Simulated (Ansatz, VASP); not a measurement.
# Two plane-wave programs on Ba

```xyz
1
Lattice="-2.4375 2.4375 2.3750 2.4375 -2.4375 2.3750 2.4375 2.4375 -2.3750" Properties=species:S:1:pos:R:3 pbc="T T T"
Ba    0.0000    0.0000    0.0000
```

Change from the starting cell: strain -0.025 along x and y, -0.050 along z, atoms carried along.

Alike in both runs: task single point; functional PBEsol; k mesh 14 × 14 × 14; occupations gaussian, width 0.15 eV; no spin polarisation.

|  | VASP | Ansatz |
| --- | --- | --- |
| version | VASP 6.6.1 | Ansatz 0.2.0 |
| potentials or method | VASP PAW PBE potentials, release 64 (Ba_sv), cutoff 520 eV | scalar-relativistic, plane waves, PAW |
| valence electrons in the cell | 10 | 10 |

Ansatz gave:

```
gap on the k mesh at the Fermi level (eV)                     : none
pressure (GPa)                                                : 0.3
traceless stress, the component that is largest in VASP (GPa) : 0.10
```

Task: Which values does VASP return?

Result: gap on the k mesh at the Fermi level (eV): none; pressure (GPa): 0.4; traceless stress, the component that is largest in VASP (GPa): 0.11.

VASP's potentials were made for PBE, not for PBEsol. A gap of «none» marks a metal or a gap that the smearing closes. The functional is the same, so the differences come from potentials, cutoffs and numerics.

Spin-orbit coupling is off throughout.
